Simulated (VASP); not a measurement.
The system is Si4PI.

```
Si P I
1.0
     3.49010    0.00000    0.00000
     0.00000    3.49010    0.00000
     0.00000    0.00000   10.18121
Si P I
4 1 1
Direct
  0.50000 0.00000 0.80792
  0.00000 0.50000 0.19208
  0.50000 0.00000 0.19208
  0.00000 0.50000 0.80792
  0.00000 0.00000 0.00000
  0.50000 0.50000 0.50000
```

The cell was generated, and may not be a known phase.

```yaml
Program: VASP 6.6.1
Task: relaxation of cell and atoms
Functional: PBE
Potentials_or_basis: VASP PAW PBE potentials, release 64 (Si, P, I)
Cutoff: 600 eV
k_mesh: 12 × 12 × 4
Occupations: gaussian, width 0.1 eV
Spin: no spin polarisation
```

At the start: pressure -0.1 GPa; volume 20.67 Å³/atom.

How do energy, volume and symmetry change on relaxing?

Over 10 steps the energy falls by 3.5 meV/atom and the volume is 20.19 Å³/atom (-2.3 %); space group P4/mmm (No. 123, to 0.1 Å) before and after.

The path:
```tsv
step	energy change (eV)	largest force (eV/Å)	pressure (GPa)	volume (Å³)
1	0.0000	0.0563	-0.06	124.02
2	-0.0050	0.0675	-0.15	123.86
3	-0.0088	0.0877	-0.24	123.58
4	-0.0117	0.0904	0.02	122.75
5	-0.0131	0.0992	0.73	120.64
6	-0.0135	0.0964	0.48	121.35
7	-0.0153	0.0841	0.42	121.32
8	-0.0191	0.0475	0.23	121.22
9	-0.0201	0.0277	-0.08	121.04
10	-0.0208	0.0021	0.02	121.11
```

Final structure:
```xyz
6
Lattice="3.5011 0.0000 0.0000 0.0000 3.5011 0.0000 0.0000 0.0000 9.8803" Properties=species:S:1:pos:R:3 pbc="T T T"
Si    1.7505    0.0000    7.9150
Si    0.0000    1.7505    1.9653
Si    1.7505    0.0000    1.9653
Si    0.0000    1.7505    7.9150
P     0.0000    0.0000    0.0000
I     1.7505    1.7505    4.9402
```
